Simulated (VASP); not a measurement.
# Sb (Fm-3m) in VASP: further runs, part 2 of 2

VASP 6.6.1. The steps go on from the part before.

## Step 3: Single point, PBEsol (volume scaled by 0.99)

Contents of INCAR:

```
PREC = Accurate ; ENCUT = 520
EDIFF = 1E-6 ; ISMEAR = -1
SIGMA = 0.05 ; LREAL = False
LASPH = True ; NELM = 100
ALGO = Normal ; ISIF = 2
LWAVE = False ; LCHARG = True
GGA = PS ; LELF = True
LVHAR = True ; NBANDS = 8
```

Contents of KPOINTS:

```
regular mesh
0
Gamma
  12 12 12
```

Contents of POSCAR:

```
Sb
1.0
    0.0000000000      2.2972909123      2.2972909123
    2.2972909123      0.0000000000      2.2972909123
    2.2972909123      2.2972909123      0.0000000000
Sb
1
Direct
    0.0000000000      0.0000000000      0.0000000000
```

Potentials or basis: VASP PAW PBE potentials, release 64 (Sb).

Started as:

```bash
cat potpaw_PBE.64/Sb/POTCAR > POTCAR
mpirun -np 1 vasp_std > vasp.out
```

OUTCAR:

```text
PREC = Accurate
   ENCUT = 520
   EDIFF = 1E-6
   ISMEAR = -1
   LREAL = False
   LASPH = True
   NELM = 100
   ISIF = 2
   GGA = PS

 ion  position               nearest neighbor table
   1  0.000  0.000  0.000-

  LATTYP: Found a face centered cubic cell.
 ALAT       =     4.5945818246

  Lattice vectors:

 A1 = (   0.0000000000,   2.2972909123,   2.2972909123)
 A2 = (   2.2972909123,   0.0000000000,   2.2972909123)
[... 189 lines left out ...]
      8      20.1579      0.00000
[... 243 lines left out ...]
 k-point    24 :      -0.4167    0.1667    0.0000
  band No.  band energies     occupation
      1       0.7351      2.00000
      2       3.9828      2.00000
      3      10.4050      0.00005
      4      13.0016      0.00000
      5      16.6934      0.00000
      6      20.9230      0.00000
      7      21.2689      0.00000
      8      24.3225      0.00000

 [... further k-points ...]
[... 5 lines left out ...]
  --------------------------------------------------------------------------------------
  -------------------------------------------------------------------------------------
  Total        0.9223312      0.9223312      0.9223312      0.0000000      0.0000000      0.0000000
  in kB       60.9423958     60.9423958     60.9423958      0.0000000      0.0000000      0.0000000
  external PRESSURE =      60.9423958 kB  Pullay stress =       0.0000000 kB

 VOLUME and BASIS-vectors are now :
 -----------------------------------------------------------------------------
  energy-cutoff  :      520.00
  volume of cell :       24.25
      direct lattice vectors                 reciprocal lattice vectors
     0.000000000  2.297290912  2.297290912    -0.217647664  0.217647664  0.217647664
     2.297290912  0.000000000  2.297290912     0.217647664 -0.217647664  0.217647664
     2.297290912  2.297290912  0.000000000     0.217647664  0.217647664 -0.217647664

 POSITION                                       TOTAL-FORCE (eV/Angst)
 -----------------------------------------------------------------------------------
      0.00000      0.00000      0.00000         0.000000      0.000000     -0.000000
 -----------------------------------------------------------------------------------
    total drift:                                0.000000     -0.000000     -0.000000

  FREE ENERGIE OF THE ION-ELECTRON SYSTEM (eV)
  ---------------------------------------------------
  free  energy   TOTEN  =        -4.2617630781 eV

  energy  without entropy=       -4.2557014385  energy(sigma->0) =       -4.25873226
```

OSZICAR:

```text
N       E                     dE             d eps       ncg     rms          rms(c)
DAV:   1     0.506865035301E+01    0.50687E+01   -0.17592E+03  1176   0.420E+02
DAV:   2    -0.417704295094E+01   -0.92457E+01   -0.89572E+01  1640   0.557E+01
DAV:   3    -0.426905145792E+01   -0.92009E-01   -0.88715E-01  1464   0.604E+00
DAV:   4    -0.426930526086E+01   -0.25380E-03   -0.25380E-03  1696   0.398E-01
DAV:   5    -0.426930562944E+01   -0.36858E-06   -0.36779E-06  1488   0.102E-02    0.200E+00
DAV:   6    -0.426455651506E+01    0.47491E-02   -0.13798E-03  1528   0.177E-01    0.116E+00
DAV:   7    -0.426177143200E+01    0.27851E-02   -0.29360E-03  1288   0.257E-01    0.324E-02
DAV:   8    -0.426176333657E+01    0.80954E-05   -0.28886E-05  1600   0.438E-02    0.756E-03
DAV:   9    -0.426176307811E+01    0.25846E-06   -0.39788E-07  1624   0.454E-03
   1 F= -.42617631E+01 E0= -.42587323E+01  d E =-.606164E-02
```

It took 5 s on 1 thread of Intel Xeon 6975P-C, shared host; peak memory 0.14 GiB.

What came out:

- Free energy: -4.2618 eV
- Pressure: 6.1 GPa

Caveat: the PAW data sets were made with another functional, which shifts forces and pressure a little; spin-orbit coupling is left out, which moves the levels of the heavy elements.

## Step 4: Single point, PBEsol (volume scaled by 0.98)

Contents of INCAR:

```
SYSTEM = Sb
PREC     = Accurate       ! precision mode
ENCUT    = 520            ! plane-wave cutoff, eV
EDIFF    = 1E-7           ! SCF threshold, eV
ISMEAR   = -1             ! smearing method
SIGMA    = 0.05           ! smearing width, eV
LREAL    = .False.        ! projectors in reciprocal space
LASPH    = .True.         ! aspherical terms in the spheres
NELM     = 80             ! most SCF steps
ALGO     = Normal         ! electronic algorithm
ISIF     = 2              ! what is computed and relaxed
LWAVE    = .False.        ! write WAVECAR
LCHARG   = .False.        ! write CHGCAR
GGA      = PS             ! functional
NBANDS   = 8              ! bands
```

Contents of KPOINTS:

```
regular mesh
0
Gamma
  12 12 12
  0 0 0
```

Contents of POSCAR:

```
Sb
1.0
    0.0000000000      2.2895297352      2.2895297352
    2.2895297352      0.0000000000      2.2895297352
    2.2895297352      2.2895297352      0.0000000000
Sb
1
Direct
    0.0000000000      0.0000000000      0.0000000000
```

Started as:

```bash
cat potpaw_PBE.64/Sb/POTCAR > POTCAR
mpirun -np 1 vasp_std > vasp.out
```

Run time: 8.2 s. Hardware: 1 thread of Intel Xeon 6975P-C, shared host; peak memory 0.14 GiB.

Results (log left out):

```
Free energy : -4.2517 eV
Pressure    : 7.1 GPa
```

Levels at points of the mesh, in eV from the Fermi level:
```
           k point  band 1  band 2  band 3  band 4  band 5  band 6  band 7
(0.00, 0.00, 0.00)  -13.97    6.14    6.14    6.14   10.16   10.32   10.32
(0.50, 0.00, 0.00)   -9.53   -6.67    4.14    4.14    8.91    9.36    9.36
(0.50, 0.50, 0.00)   -7.56   -5.65    0.33    0.33    4.19    4.51   18.30
```

Caveat: the PAW data sets were made with another functional, which shifts forces and pressure a little; spin-orbit coupling is left out, which moves the levels of the heavy elements.

## Step 5: Single point, PBEsol (volume scaled by 1.02)

Contents of INCAR:

```
SYSTEM = Sb
PREC = Accurate ; ENCUT = 520
EDIFF = 1E-6 ; ISMEAR = -1
SIGMA = 0.05 ; LREAL = .False.
LASPH = .True. ; NELM = 100
ALGO = Normal ; ISIF = 2
LWAVE = .False. ; LCHARG = .True.
GGA = PS ; LELF = .True.
LVHAR = .True. ; NBANDS = 8
```

Contents of KPOINTS:

```
Automatic mesh
0
Gamma
  12 12 12
  0 0 0
```

Contents of POSCAR:

```
Sb
1.0
    0.0000000000      2.3202653455      2.3202653455
    2.3202653455      0.0000000000      2.3202653455
    2.3202653455      2.3202653455      0.0000000000
Sb
1
Direct
    0.0000000000      0.0000000000      0.0000000000
```

Started as:

```bash
cat potpaw_PBE.64/Sb/POTCAR > POTCAR
mpirun -np 1 vasp_std > vasp.out
```

It took 6.1 s on 1 thread of Intel Xeon 6975P-C, shared host; peak memory 0.14 GiB.

Results (log left out):

```yaml
Free_energy: -4.2837 eV
Pressure: 3.5 GPa
```

Levels at points of the mesh, in eV from the Fermi level:
```csv
k point,band 1,band 2,band 3,band 4,band 5,band 6,band 7
"(0.00, 0.00, 0.00)",-13.60,5.83,5.83,5.83,10.19,10.20,10.20
"(0.50, 0.00, 0.00)",-9.41,-6.37,3.95,3.95,8.64,9.27,9.27
"(0.50, 0.50, 0.00)",-7.57,-5.40,0.34,0.34,4.16,4.54,18.07
```

Caveat: the PAW data sets were made with another functional, which shifts forces and pressure a little; spin-orbit coupling is left out, which moves the levels of the heavy elements.

## Step 6: Single point, PBEsol (volume scaled by 1.01)

Contents of INCAR:

```
SYSTEM = Sb
  PREC = Accurate
  ENCUT = 520
  EDIFF = 1E-6
  ISMEAR = -1
  SIGMA = 0.05
  LREAL = .False.
  LASPH = .True.
  NELM = 60
  ALGO = Normal
  ISIF = 2
  LWAVE = .False.
  LCHARG = .True.
  GGA = PS
  LELF = .True.
  LVHAR = .True.
  NBANDS = 8
```

KPOINTS is that of step 5.

Contents of POSCAR:

```
Sb
1.0
    0.0000000000      2.3126578636      2.3126578636
    2.3126578636      0.0000000000      2.3126578636
    2.3126578636      2.3126578636      0.0000000000
Sb
1
Direct
    0.0000000000      0.0000000000      0.0000000000
```

Potentials or basis: VASP PAW PBE potentials, release 64 (Sb).

Started as:

```bash
cat potpaw_PBE.64/Sb/POTCAR > POTCAR
mpirun -np 1 vasp_std > vasp.out
```

OUTCAR:

```text
SYSTEM = Sb
   PREC = Accurate
   ENCUT = 520
   EDIFF = 1E-6
   ISMEAR = -1
   LREAL = .False.
   LASPH = .True.
   NELM = 60
   ISIF = 2
   GGA = PS

 ion  position               nearest neighbor table
   1  0.000  0.000  0.000-

  LATTYP: Found a face centered cubic cell.
 ALAT       =     4.6253157272

  Lattice vectors:

 A1 = (   0.0000000000,   2.3126578636,   2.3126578636)
 A2 = (   2.3126578636,   0.0000000000,   2.3126578636)
 A3 = (   2.3126578636,   2.3126578636,   0.0000000000)

Analysis of symmetry for initial positions (statically):
[... 434 lines left out ...]
      3      10.0974      0.00006
      4      12.6467      0.00000
      5      16.3874      0.00000
      6      20.5516      0.00000
      7      20.8425      0.00000
      8      23.9404      0.00000

 [... further k-points ...]
[... 5 lines left out ...]
  --------------------------------------------------------------------------------------
  -------------------------------------------------------------------------------------
  Total        0.6693376      0.6693376      0.6693376      0.0000000      0.0000000     -0.0000000
  in kB       43.3502536     43.3502536     43.3502536      0.0000000      0.0000000     -0.0000000
  external PRESSURE =      43.3502536 kB  Pullay stress =       0.0000000 kB

 VOLUME and BASIS-vectors are now :
 -----------------------------------------------------------------------------
  energy-cutoff  :      520.00
  volume of cell :       24.74
      direct lattice vectors                 reciprocal lattice vectors
     0.000000000  2.312657864  2.312657864    -0.216201457  0.216201457  0.216201457
     2.312657864  0.000000000  2.312657864     0.216201457 -0.216201457  0.216201457
     2.312657864  2.312657864  0.000000000     0.216201457  0.216201457 -0.216201457

 POSITION                                       TOTAL-FORCE (eV/Angst)
 -----------------------------------------------------------------------------------
      0.00000      0.00000      0.00000         0.000000      0.000000      0.000000
 -----------------------------------------------------------------------------------
    total drift:                                0.000000      0.000000      0.000000

  FREE ENERGIE OF THE ION-ELECTRON SYSTEM (eV)
  ---------------------------------------------------
  free  energy   TOTEN  =        -4.2776688847 eV

  energy  without entropy=       -4.2710073874  energy(sigma->0) =       -4.27433814
```

OSZICAR:

```text
N       E                     dE             d eps       ncg     rms          rms(c)
DAV:   1     0.452581517044E+01    0.45258E+01   -0.16194E+03  1160   0.407E+02
DAV:   2    -0.418689940453E+01   -0.87127E+01   -0.82657E+01  1680   0.535E+01
DAV:   3    -0.428480872075E+01   -0.97909E-01   -0.94757E-01  1368   0.607E+00
DAV:   4    -0.428505359188E+01   -0.24487E-03   -0.24484E-03  1768   0.385E-01
DAV:   5    -0.428505405513E+01   -0.46325E-06   -0.46184E-06  1424   0.108E-02    0.192E+00
DAV:   6    -0.428037790191E+01    0.46762E-02   -0.15417E-03  1368   0.187E-01    0.111E+00
DAV:   7    -0.427767706312E+01    0.27008E-02   -0.32233E-03  1352   0.269E-01    0.339E-02
DAV:   8    -0.427766904635E+01    0.80168E-05   -0.30802E-05  1584   0.452E-02    0.703E-03
DAV:   9    -0.427766888470E+01    0.16165E-06   -0.39523E-07  1656   0.461E-03
   1 F= -.42776689E+01 E0= -.42743381E+01  d E =-.666150E-02
```

stdout:

```text
POSCAR found type information on POSCAR Sb
 POSCAR found :  1 types and       1 ions
 scaLAPACK will be used
 -----------------------------------------------------------------------------
|                                                                             |
|                                                                             |
|     You enforced a specific xc type in the INCAR file but a different       |
|     I HOPE YOU KNOW WHAT YOU ARE DOING!                                     |
|                                                                             |
 -----------------------------------------------------------------------------

 LDA part: xc-table for (Slater+PW92), standard interpolation
 POSCAR, INCAR and KPOINTS ok, starting setup
 FFT: planning ... GRIDC
 FFT: planning ... GRID_SOFT
 FFT: planning ... GRID
 WAVECAR not read
 entering main loop
```

Run time: 6.8 s. Hardware: 1 thread of Intel Xeon 6975P-C, shared host; peak memory 0.14 GiB.

Results:

```yaml
Free_energy: -4.2777 eV
Pressure: 4.3 GPa
```

Levels at points of the mesh, in eV from the Fermi level:
```tsv
k point	band 1	band 2	band 3	band 4	band 5
(0.00, 0.00, 0.00)	-13.69	5.91	5.91	5.91	10.19
(0.50, 0.00, 0.00)	-9.44	-6.45	4.00	4.00	8.70
(0.50, 0.50, 0.00)	-7.57	-5.46	0.33	0.33	4.16
```

Caveat: the PAW data sets were made with another functional, which shifts forces and pressure a little; spin-orbit coupling is left out, which moves the levels of the heavy elements.

## Step 7: Overview

| cell | gap on the mesh (eV) | pressure (GPa) |
| --- | --- | --- |
| a = 3.216 Å, angles 60.0°, 1 atom | none | 9.2 |
| a = 3.249 Å, angles 60.0°, 1 atom | none | 6.1 |
| a = 3.238 Å, angles 60.0°, 1 atom | none | 7.1 |
| a = 3.281 Å, angles 60.0°, 1 atom | none | 3.5 |
| a = 3.271 Å, angles 60.0°, 1 atom | none | 4.3 |

Alike in all rows: task single point; level PBEsol; potentials or basis VASP PAW PBE potentials, release 64 (Sb); no spin polarisation; k mesh 12 × 12 × 12; cutoff (eV) 520; smearing fermi-dirac 0.05 eV.

Caveats: the PAW data sets were made with another functional, which shifts forces and pressure a little; spin-orbit coupling is left out, which moves the levels of the heavy elements.

Total energies depend on the potentials used, so only differences within one code and one set of settings carry meaning.
